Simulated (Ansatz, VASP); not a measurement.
SrTiO3 in VASP and in Ansatz

POSCAR

```
SrTiO3
1.0
    3.9364041143      0.0000000000      0.0000000000
    0.0000000000      3.9364041143      0.0000000000
    0.0000000000      0.0000000000      3.9364041143
Sr Ti O
1 1 3
Direct
    0.5000000000      0.5000000000      0.5000000000
    0.0000000000      0.0000000000      0.0000000000
    0.5000000000      0.0000000000      0.0000000000
    0.0000000000      0.5000000000      0.0000000000
    0.0000000000      0.0000000000      0.5000000000
```

File INCAR.step1:

```
  PREC = Accurate
  ENCUT = 520
  ISMEAR = 0
  SIGMA = 0.02
  LREAL = F
  LASPH = T
  NELM = 100
  NBANDS = 28
  GGA = PE
  ALGO = Normal
  EDIFF = 1E-4
  LWAVE = T
  LCHARG = F
```

The input INCAR.step2:

```
  PREC = Accurate
  ENCUT = 520
  EDIFF = 1E-6
  ISMEAR = 0
  SIGMA = 0.02
  LREAL = F
  LASPH = T
  NELM = 100
  ALGO = Normal
  ISIF = 2
  LWAVE = F
  LCHARG = T
  METAGGA = R2SCAN
  LMIXTAU = T
  LELF = T
  LVHAR = T
  NBANDS = 28
  ISTART = 1
```

The input KPOINTS:

```
regular mesh
0
Gamma
  8 8 8
```

Input for Ansatz:

```yaml
crystal:
  lattice:
    - [3.9364041143, 0.0, 0.0]
    - [0.0, 3.9364041143, 0.0]
    - [0.0, 0.0, 3.9364041143]
  atoms:
    - { symbol: Sr, position: [0.5, 0.5, 0.5] }
    - { symbol: Ti, position: [0.0, 0.0, 0.0] }
    - { symbol: O, position: [0.5, 0.0, 0.0] }
    - { symbol: O, position: [0.0, 0.5, 0.0] }
    - { symbol: O, position: [0.0, 0.0, 0.5] }
basis:
  ecutwfc: 500
kpoints:
  mp_grid: { grid: [8, 8, 8] }
  band_path: { path: [VBM, CBM], npoints: 2 }
hamiltonian:
  xc: r2scan
scf:
  occupations: { method: gaussian, width: 0.02 }
output:
  forces: false
  stress: false
  eigenvalues: true
checkpoint:
  read: start.run
  write: ck
  compress: false
  write_wavefunctions: false
  write_every: 100000
```

Alike in both runs: task single point; functional r2SCAN; k mesh 8 × 8 × 8; occupations gaussian, width 0.02 eV; no spin polarisation.

|  | VASP | Ansatz |
| --- | --- | --- |
| version | VASP 6.6.1 | Ansatz 0.2.0 |
| potentials or method | VASP PAW PBE potentials, release 64 (Sr_sv, Ti_sv, O), cutoff 520 eV | scalar-relativistic, plane waves, PAW |
| valence electrons in the cell | 40 | 40 |

|  | VASP | Ansatz | Ansatz less VASP |
| --- | --- | --- | --- |
| gap on the k mesh at the Fermi level (eV) | 2.22 | 2.21 | -0.013 |
| least direct gap on the mesh (eV) | 2.62 | 2.59 | -0.029 |

VASP's potentials were made for PBE, not for r2SCAN. With one functional, cell and mesh, what is left measures potentials, basis and numerics.
